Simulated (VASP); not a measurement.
# SnO in VASP: notebook

SnO is run at these levels: PBE+D3(BJ); tasks: single point.

All numbers are computed with VASP 6.6.1; they aren't measurements. Logs are shortened: lines on timing, memory, paths and dates and some standing lists are left out, and cuts for length are marked.

## 1. The cell of the first run

The cell holds a slab with vacuum, 8 atoms: a = 3.820 Å, b = 3.820 Å, c = 22.226 Å, α = 90.00°, β = 90.00°, γ = 90.00°.

## 2. Single point, PBE+D3(BJ) (layers slid over each other)

Input file INCAR:

```
SYSTEM = SnO
PREC = Accurate ; ENCUT = 520
EDIFF = 1E-6 ; ISMEAR = 0
SIGMA = 0.05 ; LREAL = .FALSE.
LASPH = .TRUE. ; NELM = 80
ALGO = Normal ; ISIF = 2
LWAVE = .FALSE. ; LCHARG = .FALSE.
LDIPOL = .TRUE. ; IDIPOL = 3
DIPOL = 0.5 0.5 0.401 ; GGA = PE
IVDW = 12 ; NBANDS = 50
```

Input file KPOINTS:

```
regular mesh
0
G
  7 7 1
  0 0 0
```

Input file POSCAR:

```
SnO
1.0
    3.8201631401      0.0000000000      0.0000000000
    0.0000000000      3.8201631401      0.0000000000
    0.0000000000      0.0000000000     22.2260824966
Sn O
4 4
Direct
    0.7500000000      0.2500000000      0.2024648294
    0.2500000000      0.7500000000      0.3087832167
    0.2500000000      0.8750000000      0.4932511724
   -0.2500000000      1.3750000000      0.5995695597
    0.2500000000      0.2500000000      0.2556240230
    0.7500000000      0.7500000000      0.2556240230
   -0.2500000000      0.8750000000      0.5464103660
    0.2500000000      1.3750000000      0.5464103660
```

Potentials or basis: VASP PAW PBE potentials, release 64 (Sn_d, O).

Launch:

```bash
cat potpaw_PBE.64/Sn_d/POTCAR potpaw_PBE.64/O/POTCAR > POTCAR
mpirun -np 1 vasp_std > vasp.out
```

OUTCAR:

```text
SYSTEM = SnO
   PREC = Accurate
   ENCUT = 520
   EDIFF = 1E-6
   ISMEAR = 0
   LREAL = .FALSE.
   LASPH = .TRUE.
   NELM = 80
   ISIF = 2
   GGA = PE
   IVDW = 12
 IVDW          = 12

 ion  position               nearest neighbor table
   1  0.750  0.250  0.202-   5 2.25   6 2.25   6 2.25   5 2.25   2 3.59   2 3.59   2 3.59   2 3.59

   2  0.250  0.750  0.309-   5 2.25   6 2.25   5 2.25   6 2.25   1 3.59   1 3.59   1 3.59   1 3.59

   3  0.250  0.875  0.493-   7 2.25   8 2.25   8 2.25   7 2.25   4 3.59   4 3.59   4 3.59   4 3.59

   4  0.750  0.375  0.600-   7 2.25   8 2.25   7 2.25   8 2.25   3 3.59   3 3.59   3 3.59   3 3.59

   5  0.250  0.250  0.256-   1 2.25   1 2.25   2 2.25   2 2.25
   6  0.750  0.750  0.256-   1 2.25   1 2.25   2 2.25   2 2.25
   7  0.750  0.875  0.546-   3 2.25   3 2.25   4 2.25   4 2.25
   8  0.250  0.375  0.546-   3 2.25   3 2.25   4 2.25   4 2.25

  LATTYP: Found a simple tetragonal cell.
 ALAT       =     3.8201631401
 C/A-ratio  =     5.8180977308

  Lattice vectors:

 A1 = (   3.8201631401,   0.0000000000,   0.0000000000)
 A2 = (   0.0000000000,   3.8201631401,   0.0000000000)
 A3 = (   0.0000000000,   0.0000000000,  22.2260824966)

Analysis of symmetry for initial positions (statically):
=====================================================================
 Subroutine PRICEL returns:
 Original cell was already a primitive cell.

 Routine SETGRP: Setting up the symmetry group for a
 simple tetragonal supercell.

 Subroutine GETGRP returns: Found  4 space group operations
 (whereof  1 operations were pure point group operations)
 out of a pool of 16 trial point group operations.

The static configuration has the point symmetry C_1 .
 The point group associated with its full space group is C_2h.

Analysis of symmetry for dynamics (positions and initial velocities):
=====================================================================
 Subroutine PRICEL returns:
 Original cell was already a primitive cell.

 Routine SETGRP: Setting up the symmetry group for a
 simple tetragonal supercell.

 Subroutine GETGRP returns: Found  4 space group operations
 (whereof  1 operations were pure point group operations)
 out of a pool of 16 trial point group operations.

The dynamic configuration has the point symmetry C_1 .
 The point group associated with its full space group is C_2h.
[... 110 lines left out ...]
   POTIM  = 0.5000    time-step for ionic-motion
   TEBEG  =    0.0;   TEEND  =   0.0 temperature during run
   PSTRESS=    0.0 pullay stress
   NELECT =      80.0000    total number of electrons
   NUPDOWN=      -1.0000    fix difference up-down
   EMIN   =  10.00;   EMAX   =-10.00  energy-range for DOS
   EFERMI =   0.00;   METHOD = LEGACY
   ISMEAR =     0;   SIGMA  =   0.05  broadening in eV -4-tet -1-fermi 0-gaus
   EFERMI_NEDOS =   21; number of points for ismear=-14 and -15
   IALGO  =     38    algorithm
   IMIX   =      4    mixing-type and parameters
     AMIX     =   0.40;   BMIX     =  1.00
     AMIX_MAG =   1.60;   BMIX_MAG =  1.00
  volume/ion in A,a.u.               =      40.54       273.61
  Fermi-wavevector in a.u.,A,eV,Ry     =   1.026666  1.940118 14.341131  1.054043
  Thomas-Fermi vector in A             =   2.160571
   LORBIT       =      0    0 simple, 1 ext, 2 COOP (PROOUT), +10 PAW based schemes
   GGA     = PE    functional components
   LHFCALC =     F    Hartree Fock is set to
   AEXX    =    0.0000 exact exchange contribution
   IVDW    =    12    specifies the selected vdW correction
   LEPSILON=     F    determine dielectric tensor
   LRPA    =     F    only Hartree local field effects (RPA)
 non-spin polarized calculation
 Gauss-broadening in eV      SIGMA  =   0.05
  energy-cutoff  :      520.00
  volume of cell :      324.36
 maximum number of plane-waves:      8769
   NGX = 15   NGY = 15   NGZ = 83

 dipolmoment           0.000000      0.000000      0.000025 electrons x Angstroem

 number of electron      79.9999972 magnetization

 dipolmoment           0.000000      0.000000     -0.000004 electrons x Angstroem

 Free energy of the ion-electron system (eV)
  ---------------------------------------------------
  ext. energy  EPLUGINS =         0.00000000
  ---------------------------------------------------
  free energy    TOTEN  =       -45.10835736 eV

  energy without entropy =      -45.10835736  energy(sigma->0) =      -45.10835736

 E-fermi :   0.0816     XC(G=0):  -5.2988

 val. band max:       -0.1391686445   @ k =   0.1429   0.1429   0.0000
 cond. band min:       2.1847195419   @ k =   0.4286   0.0000   0.0000
 fundamental gap:      2.3238881864
 Fermi energy:         0.0816177461

 k-point     1 :       0.0000    0.0000    0.0000
  band No.  band energies     occupation
      1     -21.0387      2.00000
      2     -21.0386      2.00000
      3     -20.6781      2.00000
      4     -20.6780      2.00000
      5     -20.6418      2.00000
      6     -20.6415      2.00000
[... 837 lines left out ...]
     49       5.9245      0.00000
     50       6.0646      0.00000

------------------------ aborting loop because EDIFF is reached ----------------------------------------

 vacuum level on the upper side and lower side of the slab       (xc-potential included)        -0.154        -0.151

 Edisp (eV)   -1.24492

 E8    (eV) :    -0.5501

  FORCE on cell =-STRESS in cart. coord.  units (eV):
  Direction    XX          YY          ZZ          XY          YZ          ZX
  --------------------------------------------------------------------------------------
  -------------------------------------------------------------------------------------
  Total       0.28668     0.30646     0.64295     0.00000     0.24984     0.00000
  in kB       1.41603     1.51377     3.17585     0.00000     1.23406     0.00000
  external pressure =        2.04 kB  Pullay stress =        0.00 kB

 VOLUME and BASIS-vectors are now :
 -----------------------------------------------------------------------------
  energy-cutoff  :      520.00
  volume of cell :      324.36
      direct lattice vectors                 reciprocal lattice vectors
     3.820163140  0.000000000  0.000000000     0.261768925  0.000000000  0.000000000
     0.000000000  3.820163140  0.000000000     0.000000000  0.261768925  0.000000000
     0.000000000  0.000000000 22.226082497     0.000000000  0.000000000  0.044992184

 POSITION                                       TOTAL-FORCE (eV/Angst)
 -----------------------------------------------------------------------------------
      2.86512      0.95504      4.50000         0.000000     -0.004640     -0.083803
      0.95504      2.86512      6.86304         0.000000     -0.028886     -0.002358
      0.95504      3.34264     10.96304         0.000000      0.028886      0.002358
      2.86512      1.43256     13.32608         0.000000      0.004640      0.083803
      0.95504      0.95504      5.68152         0.000000     -0.023227     -0.003600
      2.86512      2.86512      5.68152         0.000000      0.009235     -0.003307
      2.86512      3.34264     12.14456         0.000000     -0.009235      0.003307
      0.95504      1.43256     12.14456         0.000000      0.023227      0.003600
 -----------------------------------------------------------------------------------
    total drift:                                0.000000     -0.000000     -0.000208

  FREE ENERGIE OF THE ION-ELECTRON SYSTEM (eV)
  ---------------------------------------------------
  free  energy   TOTEN  =       -46.3532818777 eV

  energy  without entropy=      -46.3532818777  energy(sigma->0) =      -46.35328188

 vacuum level on the upper side and lower side of the slab         4.811         4.814
```

Wall time 11 min (1 thread of Intel Xeon 8259CL, shared host); peak memory 0.46 GiB.

Results:

* Free energy: -46.3533 eV
* Largest force: 0.084 eV/Å
* Band gap on the k mesh: 2.32 eV (least direct gap 2.52 eV)
* Dispersion energy per atom: -0.156 eV

Forces in eV/Å, atoms in the order of the input:
```
Sn   0.000 -0.005 -0.084
Sn   0.000 -0.029 -0.002
Sn   0.000  0.029  0.002
Sn   0.000  0.005  0.084
O    0.000 -0.023 -0.004
O    0.000  0.009 -0.003
O    0.000 -0.009  0.003
O    0.000  0.023  0.004
```

Levels at points of the mesh, in eV from the valence-band top:
| k point | band 37 | band 38 | band 39 | band 40 | band 41 | band 42 | band 43 | band 44 |
| --- | --- | --- | --- | --- | --- | --- | --- | --- |
| (0.00, 0.00, 0.00) | -1.99 | -1.99 | -0.70 | -0.04 | 2.48 | 2.82 | 2.82 | 3.82 |

Caveat: the cell differs from its parent crystal (layers slid over each other); spin-orbit coupling is left out, which moves the levels of the heavy elements.

## 3. Single point, PBE+D3(BJ) (layers slid over each other)

Input file INCAR:

```
SYSTEM = SnO
PREC = Accurate
ENCUT = 520
EDIFF = 1E-7
ISMEAR = 0
SIGMA = 0.05
LREAL = .FALSE.
LASPH = .TRUE.
NELM = 100
ALGO = Normal
ISIF = 2
LWAVE = .FALSE.
LCHARG = .TRUE.
LDIPOL = .TRUE.
IDIPOL = 3
DIPOL = 0.5 0.5 0.401
GGA = PE
IVDW = 12
LELF = .TRUE.
LVHAR = .TRUE.
LVACPOTAV = .TRUE.
NBANDS = 50
```

KPOINTS is that of step 2.

Input file POSCAR:

```
SnO
1.0
    3.8201631401      0.0000000000      0.0000000000
    0.0000000000      3.8201631401      0.0000000000
    0.0000000000      0.0000000000     22.2260824966
Sn O
4 4
Direct
    0.7500000000      0.2500000000      0.2024648294
    0.2500000000      0.7500000000      0.3087832167
    0.2500000000      1.1250000000      0.4932511724
   -0.2500000000      1.6250000000      0.5995695597
    0.2500000000      0.2500000000      0.2556240230
    0.7500000000      0.7500000000      0.2556240230
   -0.2500000000      1.1250000000      0.5464103660
    0.2500000000      1.6250000000      0.5464103660
```

Potentials or basis: VASP PAW PBE potentials, release 64 (Sn_d, O).

Launch:

```bash
cat potpaw_PBE.64/Sn_d/POTCAR potpaw_PBE.64/O/POTCAR > POTCAR
mpirun -np 1 vasp_std > vasp.out
```

OUTCAR:

```text
SYSTEM = SnO
   PREC = Accurate
   ENCUT = 520
   EDIFF = 1E-7
   ISMEAR = 0
   LREAL = .FALSE.
   LASPH = .TRUE.
   NELM = 100
   ISIF = 2
   GGA = PE
   IVDW = 12
 IVDW          = 12

 ion  position               nearest neighbor table
   1  0.750  0.250  0.202-   5 2.25   6 2.25   6 2.25   5 2.25   2 3.59   2 3.59   2 3.59   2 3.59

   2  0.250  0.750  0.309-   5 2.25   6 2.25   5 2.25   6 2.25   1 3.59   1 3.59   1 3.59   1 3.59

   3  0.250  0.125  0.493-   7 2.25   8 2.25   8 2.25   7 2.25   4 3.59   4 3.59   4 3.59   4 3.59

   4  0.750  0.625  0.600-   7 2.25   8 2.25   7 2.25   8 2.25   3 3.59   3 3.59   3 3.59   3 3.59

   5  0.250  0.250  0.256-   1 2.25   1 2.25   2 2.25   2 2.25
   6  0.750  0.750  0.256-   1 2.25   1 2.25   2 2.25   2 2.25
   7  0.750  0.125  0.546-   3 2.25   3 2.25   4 2.25   4 2.25
   8  0.250  0.625  0.546-   3 2.25   3 2.25   4 2.25   4 2.25

  LATTYP: Found a simple tetragonal cell.
 ALAT       =     3.8201631401
 C/A-ratio  =     5.8180977308

  Lattice vectors:

 A1 = (   3.8201631401,   0.0000000000,   0.0000000000)
 A2 = (   0.0000000000,   3.8201631401,   0.0000000000)
 A3 = (   0.0000000000,   0.0000000000,  22.2260824966)

Analysis of symmetry for initial positions (statically):
=====================================================================
 Subroutine PRICEL returns:
 Original cell was already a primitive cell.

 Routine SETGRP: Setting up the symmetry group for a
 simple tetragonal supercell.

 Subroutine GETGRP returns: Found  4 space group operations
 (whereof  1 operations were pure point group operations)
 out of a pool of 16 trial point group operations.

The static configuration has the point symmetry C_1 .
 The point group associated with its full space group is C_2h.

Analysis of symmetry for dynamics (positions and initial velocities):
=====================================================================
 Subroutine PRICEL returns:
 Original cell was already a primitive cell.

 Routine SETGRP: Setting up the symmetry group for a
 simple tetragonal supercell.

 Subroutine GETGRP returns: Found  4 space group operations
 (whereof  1 operations were pure point group operations)
 out of a pool of 16 trial point group operations.

The dynamic configuration has the point symmetry C_1 .
 The point group associated with its full space group is C_2h.

 Subroutine INISYM returns: Found  4 space group operations
 (whereof  1 operations are pure point group operations),
 and found     1 'primitive' translations

----------------------------------------------------------------------------------------

                                     Primitive cell

  volume of cell :     324.3596

  direct lattice vectors                    reciprocal lattice vectors
     3.820163140  0.000000000  0.000000000     0.261768925  0.000000000  0.000000000
     0.000000000  3.820163140  0.000000000     0.000000000  0.261768925  0.000000000
     0.000000000  0.000000000 22.226082497     0.000000000  0.000000000  0.044992184

  length of vectors
     3.820163140  3.820163140 22.226082497     0.261768925  0.261768925  0.044992184

  position of ions in fractional coordinates (direct lattice)
     0.750000000  0.250000000  0.202464829
[... 63 lines left out ...]
   k-points           NKPTS =     16   k-points in BZ     NKDIM =     16   number of bands    NBANDS=     50
   number of dos      NEDOS =    301   number of ions     NIONS =      8
   total plane-waves  NPLWV = 131712
   dimension x,y,z NGX =    28 NGY =   28 NGZ =  168
   dimension x,y,z NGXF=    56 NGYF=   56 NGZF=  336
   ions per type =               4   4
   NGX,Y,Z   is equivalent  to a cutoff of  12.19, 12.19, 12.57 a.u.
   NGXF,Y,Z  is equivalent  to a cutoff of  24.37, 24.37, 25.13 a.u.
 SYSTEM =  SnO
   PREC   = accura    normal or accurate (medium, high low for compatibility)
   ISTART =      0    job   : 0-new  1-cont  2-samecut
   ICHARG =      2    charge: 1-file 2-atom 10-const
   ISPIN  =      1    spin polarized calculation?
   LNONCOLLINEAR =      F non collinear calculations
   LSORBIT =      F    spin-orbit coupling
   LASPH  =      T    aspherical Exc in radial PAW
   ENCUT  =  520.0 eV  38.22 Ry    6.18 a.u.   7.10  7.10 41.33*2*pi/ulx,y,z
   NELM   =    100;   NELMIN=  2; NELMDL= -5     # of ELM steps
   EDIFF  = 0.1E-06   stopping-criterion for ELM
   LREAL  =      F    real-space projection
   EDIFFG = 0.1E-05   stopping-criterion for IOM
   NSW    =      0    number of steps for IOM
   IBRION =     -1    ionic relax: 0-MD 1-quasi-New 2-CG
   NFREE  =      0    steps in history (QN), initial steepest desc. (CG)
   ISIF   =      2    stress and relaxation
   ISYM   =      2    0-nonsym 1-usesym 2-fastsym
   POTIM  = 0.5000    time-step for ionic-motion
   TEBEG  =    0.0;   TEEND  =   0.0 temperature during run
   PSTRESS=    0.0 pullay stress
   NELECT =      80.0000    total number of electrons
   NUPDOWN=      -1.0000    fix difference up-down
   EMIN   =  10.00;   EMAX   =-10.00  energy-range for DOS
   EFERMI =   0.00;   METHOD = LEGACY
   ISMEAR =     0;   SIGMA  =   0.05  broadening in eV -4-tet -1-fermi 0-gaus
   EFERMI_NEDOS =   21; number of points for ismear=-14 and -15
   IALGO  =     38    algorithm
   IMIX   =      4    mixing-type and parameters
     AMIX     =   0.40;   BMIX     =  1.00
     AMIX_MAG =   1.60;   BMIX_MAG =  1.00
  volume/ion in A,a.u.               =      40.54       273.61
  Fermi-wavevector in a.u.,A,eV,Ry     =   1.026666  1.940118 14.341131  1.054043
  Thomas-Fermi vector in A             =   2.160571
   LORBIT       =      0    0 simple, 1 ext, 2 COOP (PROOUT), +10 PAW based schemes
   GGA     = PE    functional components
   LHFCALC =     F    Hartree Fock is set to
   AEXX    =    0.0000 exact exchange contribution
   IVDW    =    12    specifies the selected vdW correction
   LEPSILON=     F    determine dielectric tensor
   LRPA    =     F    only Hartree local field effects (RPA)
 non-spin polarized calculation
 Gauss-broadening in eV      SIGMA  =   0.05
  energy-cutoff  :      520.00
  volume of cell :      324.36
 maximum number of plane-waves:      8769
   NGX = 15   NGY = 15   NGZ = 83

 dipolmoment           0.000000      0.000000      0.000090 electrons x Angstroem

 number of electron      79.9999972 magnetization

 dipolmoment           0.000000      0.000000     -0.000002 electrons x Angstroem

 Free energy of the ion-electron system (eV)
  ---------------------------------------------------
  ext. energy  EPLUGINS =         0.00000000
  ---------------------------------------------------
  free energy    TOTEN  =       -45.16126953 eV

  energy without entropy =      -45.16126953  energy(sigma->0) =      -45.16126953

 E-fermi :   0.0579     XC(G=0):  -5.3047

 val. band max:       -0.1743404771   @ k =   0.1429   0.0000   0.0000
 cond. band min:       2.2150103454   @ k =   0.4286   0.0000   0.0000
 fundamental gap:      2.3893508225
 Fermi energy:         0.0578849548

 k-point     1 :       0.0000    0.0000    0.0000
  band No.  band energies     occupation
      1     -21.0517      2.00000
      2     -21.0517      2.00000
      3     -20.6911      2.00000
      4     -20.6911      2.00000
      5     -20.6539      2.00000
      6     -20.6534      2.00000
[... 837 lines left out ...]
     49       6.2554      0.00000
     50       6.3372      0.00000

------------------------ aborting loop because EDIFF is reached ----------------------------------------

 Edisp (eV)   -1.24622

 E8    (eV) :    -0.5510

  FORCE on cell =-STRESS in cart. coord.  units (eV):
  Direction    XX          YY          ZZ          XY          YZ          ZX
  --------------------------------------------------------------------------------------
  -------------------------------------------------------------------------------------
  Total       0.19334     0.28258     0.01333     0.00000     0.22053     0.00000
  in kB       0.95501     1.39581     0.06585     0.00000     1.08931     0.00000
  external pressure =        0.81 kB  Pullay stress =        0.00 kB

 VOLUME and BASIS-vectors are now :
 -----------------------------------------------------------------------------
  energy-cutoff  :      520.00
  volume of cell :      324.36
      direct lattice vectors                 reciprocal lattice vectors
     3.820163140  0.000000000  0.000000000     0.261768925  0.000000000  0.000000000
     0.000000000  3.820163140  0.000000000     0.000000000  0.261768925  0.000000000
     0.000000000  0.000000000 22.226082497     0.000000000  0.000000000  0.044992184

 POSITION                                       TOTAL-FORCE (eV/Angst)
 -----------------------------------------------------------------------------------
      2.86512      0.95504      4.50000         0.000000     -0.004164     -0.080879
      0.95504      2.86512      6.86304         0.000000     -0.025126      0.112170
      0.95504      0.47752     10.96304         0.000000      0.025126     -0.112170
      2.86512      2.38760     13.32608         0.000000      0.004164      0.080879
      0.95504      0.95504      5.68152        -0.000000     -0.020765      0.006158
      2.86512      2.86512      5.68152         0.000000      0.008255      0.007229
      2.86512      0.47752     12.14456         0.000000     -0.008255     -0.007229
      0.95504      2.38760     12.14456         0.000000      0.020765     -0.006158
 -----------------------------------------------------------------------------------
    total drift:                                0.000000     -0.000000     -0.000102

  FREE ENERGIE OF THE ION-ELECTRON SYSTEM (eV)
  ---------------------------------------------------
  free  energy   TOTEN  =       -46.4074879101 eV

  energy  without entropy=      -46.4074879101  energy(sigma->0) =      -46.40748791

 vacuum level on the upper side and lower side of the slab         4.932         4.932
```

Wall time 3.6 min (1 thread of Intel Xeon 6975P-C (Granite Rapids), shared host); peak memory 0.44 GiB.

What came out:

| Quantity | Value |
| --- | --- |
| Free energy | -46.4075 eV |
| Largest force | 0.115 eV/Å |
| Band gap on the k mesh | 2.39 eV (least direct gap 2.54 eV) |
| Dispersion energy per atom | -0.156 eV |

Forces on the atoms (eV/Å):
```
Sn   0.000 -0.004 -0.081
Sn   0.000 -0.025  0.112
Sn   0.000  0.025 -0.112
Sn   0.000  0.004  0.081
O    0.000 -0.021  0.006
O    0.000  0.008  0.007
O    0.000 -0.008 -0.007
O    0.000  0.021 -0.006
```

Caveat: the cell differs from its parent crystal (layers slid over each other); spin-orbit coupling is left out, which moves the levels of the heavy elements.
